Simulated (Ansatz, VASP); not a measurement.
## Ta: VASP beside Ansatz

Contents of INCAR:

```
SYSTEM = Ta
PREC     = Accurate       ! precision mode
ENCUT    = 600            ! plane-wave cutoff, eV
EDIFF    = 1E-6           ! SCF threshold, eV
ISMEAR   = -1             ! smearing method
SIGMA    = 0.1            ! smearing width, eV
LREAL    = .FALSE.        ! projectors in reciprocal space
LASPH    = .TRUE.         ! aspherical terms in the spheres
NELM     = 80             ! most SCF steps
ALGO     = Normal         ! electronic algorithm
ISIF     = 3              ! what is computed and relaxed
LWAVE    = .FALSE.        ! write WAVECAR
LCHARG   = .FALSE.        ! write CHGCAR
GGA      = RP             ! functional
IBRION   = 2              ! ionic algorithm
NSW      = 80             ! ionic steps
EDIFFG   = -0.01          ! ionic threshold
```

File KPOINTS:

```
regular mesh
0
G
  8 8 11
  0 0 0
```

The input POSCAR:

```
Ta
1.0
    4.6735112553      0.0000000000      0.0000000000
   -2.3367556276      4.0473794720      0.0000000000
    0.0000000000      0.0000000000      2.8648623995
Ta
3
Direct
    0.0000000000      0.0000000000      0.0000000000
    0.3333333333      0.6666666667      0.5000000000
    0.6666666667      0.3333333333      0.5000000000
```

Input for Ansatz:

```yaml
crystal:
  lattice:
    - [4.6735112553, 0.0, 0.0]
    - [-2.3367556276, 4.047379472, 0.0]
    - [0.0, 0.0, 2.8648623995]
  atoms:
    - { symbol: Ta, position: [0.0, 0.0, 0.0] }
    - { symbol: Ta, position: [0.3333333333, 0.6666666667, 0.5] }
    - { symbol: Ta, position: [0.6666666667, 0.3333333333, 0.5] }
hamiltonian:
  xc: rpbe
  pseudopotentials:
    kind: paw
    azcp:
      Ta: "pseudopotentials/Ta.paw.azcp"
basis:
  ecutwfc: 420
  fft_grid_basis: typed
kpoints:
  mp_grid: { grid: [8, 8, 11], shift: [0, 0, 0] }
magnetization:
  spin_polarized: false
scf:
  occupations: { method: fermi_dirac, width: 0.1 }
relax:
  max_steps: 60
  f_tol: 0.01
  cell: {}
```

Alike in both runs: task relaxation of cell and atoms; functional RPBE; k mesh 8 × 8 × 11; occupations fermi-dirac, width 0.1 eV; no spin polarisation.

|  | VASP | Ansatz |
| --- | --- | --- |
| version | VASP 6.6.1 | Ansatz 0.2.0 |
| potentials or method | VASP PAW PBE potentials, release 64 (Ta_pv), cutoff 600 eV | plane waves (420 eV) with PAW, scalar-relativistic |
| valence electrons in the cell | 33 | 39 |

|  | VASP | Ansatz | Ansatz less VASP |
| --- | --- | --- | --- |
| relaxed volume (Å³/atom) | 19.00 | 18.99 | -0.013 |
| relaxed cell length with the largest relative difference (Å) | 2.748 | 2.747 | -0.0007 |

VASP's potentials were made for PBE, not for RPBE. VASP's potentials hold 33 valence electrons a cell and Ansatz's 39, so a difference there can come from the potentials and not from the codes.

Spin-orbit coupling is off throughout.
